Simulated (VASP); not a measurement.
# PtSe2 in VASP: settings compared, part 2 of 2

VASP 6.6.1. Earlier steps stand in the parts before.

## 4. Single point, RPBE+D4, non-collinear spin, typed start, spin-orbit coupling

INCAR reads:

```
  ALGO = Normal
  EDIFF = 1E-7
  ENCUT = 520
  GGA = RP
  GGA_COMPAT = F
  ISIF = 2
  ISMEAR = -1
  IVDW = 13
  LASPH = T
  LCHARG = T
  LMAXMIX = 4
  LORBIT = 11
  LORBMOM = T
  LREAL = F
  LSORBIT = T
  LVHAR = T
  LWAVE = F
  MAGMOM = 0.354 0.354 0 0 0 0 0 0 0
  NBANDS = 35
  NELM = 150
  PREC = Accurate
  SIGMA = 0.05
```

KPOINTS reads:

```
k-points
0
Gamma
  6 6 4
```

POSCAR reads:

```
PtSe2
1.0
    3.7240000000      0.0000000000      0.0000000000
   -1.8620000000      3.2250786037      0.0000000000
    0.0000000000      0.0000000000      5.0620000000
Pt Se
1 2
Direct
    0.0000000000      0.0000000000      0.0000000000
    0.6666666667      0.3333333333      0.7500000000
    0.3333333333      0.6666666667      0.2500000000
```

Potentials or basis: VASP PAW PBE potentials, release 64 (Pt, Se).

Run with:

```sh
> cat potpaw_PBE.64/Pt/POTCAR potpaw_PBE.64/Se/POTCAR > POTCAR
> mpirun -np 1 vasp_ncl > vasp.out
```

OUTCAR:

```text
EDIFF = 1E-7
   ENCUT = 520
   GGA = RP
   ISIF = 2
   ISMEAR = -1
   IVDW = 13
   LASPH = T
   LORBIT = 11
   LREAL = F
   LSORBIT = T
   NELM = 150
   PREC = Accurate

 ion  position               nearest neighbor table
   1  0.000  0.000  0.000-   2 2.49   3 2.49   2 2.49   3 2.49   2 2.49   3 2.49
   2  0.667  0.333  0.750-   1 2.49   1 2.49   1 2.49
   3  0.333  0.667  0.250-   1 2.49   1 2.49   1 2.49

  LATTYP: Found a hexagonal cell.
 ALAT       =     3.7240000000
 C/A-ratio  =     1.3592910849

  Lattice vectors:

 A1 = (   3.7240000000,   0.0000000000,   0.0000000000)
 A2 = (  -1.8620000000,   3.2250786037,   0.0000000000)
 A3 = (   0.0000000000,   0.0000000000,   5.0620000000)

Analysis of symmetry for initial positions (statically):
=====================================================================
 Subroutine PRICEL returns:
 Original cell was already a primitive cell.

 Routine SETGRP: Setting up the symmetry group for a
 hexagonal supercell.

 Subroutine GETGRP returns: Found 12 space group operations
[... 1162 lines left out ...]
    -0.0190649    -0.0243982    -0.0476605     0.0000000    -0.0190649
    -0.0644448    -0.0190649     0.0000000    -0.0190649     0.0000000
 l=   3
     0.0000000     0.0000000     0.0000000     0.0000000     0.0000000     0.0000000     0.0000000
     0.0000000     0.0000000     0.0000000     0.0000000     0.0000000     0.0000000     0.0000000
     0.0000000     0.0000000     0.0000000     0.0000000     0.0000000     0.0000000     0.0000000
     0.0000000     0.0000000     0.0000000     0.0000000     0.0000000     0.0000000     0.0000000
[... 29 lines left out ...]
 l=   2
     0.0000000    -0.0000005     0.0000000    -0.0000005    -0.0000170
    -0.0000005     0.0000000    -0.0000114    -0.0000043    -0.0000005
     0.0000000    -0.0000114     0.0000000    -0.0000114     0.0000000
    -0.0000005    -0.0000043    -0.0000114     0.0000000    -0.0000005
    -0.0000170    -0.0000005     0.0000000    -0.0000005     0.0000000
 l=   3
     0.0000000     0.0000000     0.0000000     0.0000000     0.0000000     0.0000000     0.0000000
     0.0000000     0.0000000     0.0000000     0.0000000     0.0000000     0.0000000     0.0000000
     0.0000000     0.0000000     0.0000000     0.0000000     0.0000000     0.0000000     0.0000000
     0.0000000     0.0000000     0.0000000     0.0000000     0.0000000     0.0000000     0.0000000
     0.0000000     0.0000000     0.0000000     0.0000000     0.0000000     0.0000000     0.0000000
     0.0000000     0.0000000     0.0000000     0.0000000     0.0000000     0.0000000     0.0000000
     0.0000000     0.0000000     0.0000000     0.0000000     0.0000000     0.0000000     0.0000000

 total charge

# of ion       s       p       d       tot
------------------------------------------
    1        0.696   0.749   8.019   9.464
    2        1.484   2.256   0.070   3.810
    3        1.484   2.256   0.070   3.810
--------------------------------------------------
tot          3.663   5.261   8.160  17.084

 magnetization (x)

# of ion       s       p       d       tot
------------------------------------------
    1        0.000   0.000  -0.000   0.000
    2       -0.000  -0.000   0.000  -0.000
    3       -0.000  -0.000   0.000  -0.000
--------------------------------------------------
tot          0.000  -0.000  -0.000  -0.000

 magnetization (y)

# of ion       s       p       d       tot
------------------------------------------
    1        0.000   0.000  -0.000   0.000
    2       -0.000  -0.000   0.000  -0.000
    3       -0.000  -0.000   0.000  -0.000
--------------------------------------------------
tot          0.000  -0.000  -0.000  -0.000

 magnetization (z)

# of ion       s       p       d       tot
------------------------------------------
    1        0.000   0.000   0.000   0.000
    2       -0.000  -0.000  -0.000  -0.000
    3       -0.000  -0.000  -0.000  -0.000
--------------------------------------------------
tot         -0.000  -0.000   0.000  -0.000
```

stdout:

```text
POSCAR found type information on POSCAR PtSe
 POSCAR found :  2 types and       3 ions
 scaLAPACK will be used
 -----------------------------------------------------------------------------
|                                                                             |
|                                                                             |
|     You enforced a specific xc type in the INCAR file but a different       |
|     I HOPE YOU KNOW WHAT YOU ARE DOING!                                     |
|                                                                             |
 -----------------------------------------------------------------------------

 LDA part: xc-table for (Slater+PW92), standard interpolation
 POSCAR, INCAR and KPOINTS ok, starting setup
 FFT: planning ... GRIDC
 FFT: planning ... GRID_SOFT
 FFT: planning ... GRID
 WAVECAR not read
 entering main loop
```

Wall time 6.2 min (1 thread of Intel Xeon Platinum 8259CL at 2.50GHz (Skylake/Cascade Lake), shared host); peak memory 0.45 GiB.

What came out:

```
Free energy                                           : -16.1508 eV
Pressure                                              : 1.9 GPa
Largest force                                         : 0.737 eV/Å
Net moment                                            : 0.00 μB per cell
Valence electrons inside the program's atomic spheres : Pt 9.46; Se 3.81
Dispersion energy per atom                            : -0.994 eV
```

Forces on the atoms (eV/Å):
```
Pt   0.000  0.000  0.000
Se   0.000  0.000 -0.737
Se   0.000  0.000  0.737
```

Stress tensor (GPa, compression positive):
```
2.44 0.00 0.00
0.00 2.44 0.00
0.00 0.00 0.88
```

Moments on the atoms (μB; x, y, z):
```
Pt  0.00 0.00 0.00
Se  0.00 0.00 0.00
Se  0.00 0.00 0.00
```

Caveat: the PAW data sets were made with another functional, which shifts forces and pressure a little.

## 5. Single point, pbe exchange, pbesol correlation, collinear spin

INCAR reads:

```
SYSTEM = PtSe2
PREC = Accurate
ENCUT = 500
EDIFF = 1E-6
ISMEAR = 1
SIGMA = 0.01
LREAL = .FALSE.
LASPH = .TRUE.
NELM = 200
ALGO = Normal
ISIF = 2
LWAVE = .FALSE.
LCHARG = .FALSE.
ISPIN = 2
MAGMOM = -0.21 0 0
LORBIT = 11
LMAXMIX = 4
GGA = LIBXC
LIBXC1 = GGA_X_PBE
LIBXC2 = GGA_C_PBE_SOL
NBANDS = 22
GGA_COMPAT = .FALSE.
```

KPOINTS reads:

```
regular mesh
0
G
  6 6 4
  0 0 0
```

POSCAR reads:

```
PtSe2
1.0
    3.7240000000      0.0000000000      0.0000000000
   -1.8620000000      3.2250786037      0.0000000000
    0.0000000000      0.0000000000      5.0620000000
Pt Se
1 2
Direct
    0.0040299739     -0.0008009096     -0.0050237586
    0.6710270804      0.3314116289      0.7333703667
    0.3370189457      0.6669962807      0.2565803919
```

Run with:

```sh
> cat potpaw_PBE.64/Pt/POTCAR potpaw_PBE.64/Se/POTCAR > POTCAR
> mpirun -np 1 vasp_std > vasp.out
```

It took 68 s on 1 thread of Intel Xeon 6975P-C (Granite Rapids), shared host; peak memory 0.29 GiB.

The run converged. Its results:

```
Free energy                                           : -13.9937 eV
Pressure                                              : 5.2 GPa
Largest force                                         : 0.007 eV/Å
Band gap on the k mesh                                : zero (filled and empty bands overlap)
Net moment                                            : 0.01 μB per cell
Valence electrons inside the program's atomic spheres : Pt 9.38; Se 3.79
```

Forces on the atoms (eV/Å):
```
Pt   0.000  0.000  0.000
Se  -0.005  0.003 -0.002
Se   0.006 -0.003  0.002
```

Stress tensor (GPa, compression positive):
```
 6.12  0.01  0.10
 0.01  6.17 -0.10
 0.10 -0.10  3.20
```

Levels at points of the mesh, in eV from the Fermi level:
Spin up:
```tsv
k point	band 9	band 10	band 11	band 12	band 13	band 14
(0.00, 0.00, 0.00)	-0.97	-0.94	0.51	1.21	1.24	3.70
(0.50, 0.00, 0.00)	-3.27	-3.24	-2.88	0.53	2.29	4.95
(0.00, 0.50, 0.00)	-3.26	-3.24	-2.89	0.52	2.30	4.95
(0.50, 0.50, 0.00)	-3.27	-3.25	-2.88	0.55	2.28	4.94
(0.00, 0.00, 0.50)	-1.77	-1.51	-1.51	2.21	2.22	4.96
(0.50, 0.00, 0.50)	-3.02	-2.51	-1.32	0.74	1.50	4.50
(0.00, 0.50, 0.50)	-3.02	-2.51	-1.31	0.74	1.51	4.49
(0.50, 0.50, 0.50)	-3.03	-2.51	-1.33	0.73	1.49	4.53
```
Spin down:
```csv
k point,band 9,band 10,band 11,band 12,band 13,band 14
"(0.00, 0.00, 0.00)",-0.97,-0.94,0.52,1.21,1.24,3.70
"(0.50, 0.00, 0.00)",-3.27,-3.24,-2.88,0.53,2.29,4.95
"(0.00, 0.50, 0.00)",-3.26,-3.24,-2.88,0.52,2.30,4.95
"(0.50, 0.50, 0.00)",-3.27,-3.25,-2.88,0.55,2.28,4.94
"(0.00, 0.00, 0.50)",-1.77,-1.51,-1.51,2.21,2.22,4.96
"(0.50, 0.00, 0.50)",-3.02,-2.51,-1.32,0.74,1.51,4.50
"(0.00, 0.50, 0.50)",-3.02,-2.51,-1.31,0.74,1.51,4.49
"(0.50, 0.50, 0.50)",-3.02,-2.51,-1.33,0.73,1.50,4.53
```

Caveat: the cell stands under pressure; the PAW data sets were made with another functional, which shifts forces and pressure a little; spin-orbit coupling is left out, which moves the levels of the heavy elements.

## 6. Overview

```csv
task,level,spin,cell,k mesh,cutoff (eV),smearing,dipole correction,gap on the mesh (eV),pressure (GPa),moment (μB),largest force (eV/Å)
relaxation of cell and atoms,PBE exchange alone,off,"relaxed, atomic positions A",8 × 8 × 5,600,fermi-dirac 0.05 eV,no,0.95,0.0,-,0.01
single point,PBE,off,"as given, atomic positions B",7 × 7 × 5,400,gaussian 0.02 eV,-,none,7.4,-,0.90
single point,RPBE+D4,"non-collinear, typed start, SOC","as given, atomic positions A",6 × 6 × 4,520,fermi-dirac 0.05 eV,no,-,1.9,0.00,0.74
single point,"pbe exchange, pbesol correlation",collinear,"as given, atomic positions C",6 × 6 × 4,500,methfessel-paxton 0.01 eV,no,none,5.2,0.01,0.01
```

Alike in all rows: potentials or basis VASP PAW PBE potentials, release 64 (Pt, Se).

Caveats: spin-orbit coupling is left out, which moves the levels of the heavy elements (at least some runs); the cell stands under pressure (at least some runs); the PAW data sets were made with another functional, which shifts forces and pressure a little (at least some runs); an odd mesh through Γ misses points on the zone boundary, where band edges can lie (at least some runs).

Absolute energies hang on the potentials; compare differences alone.
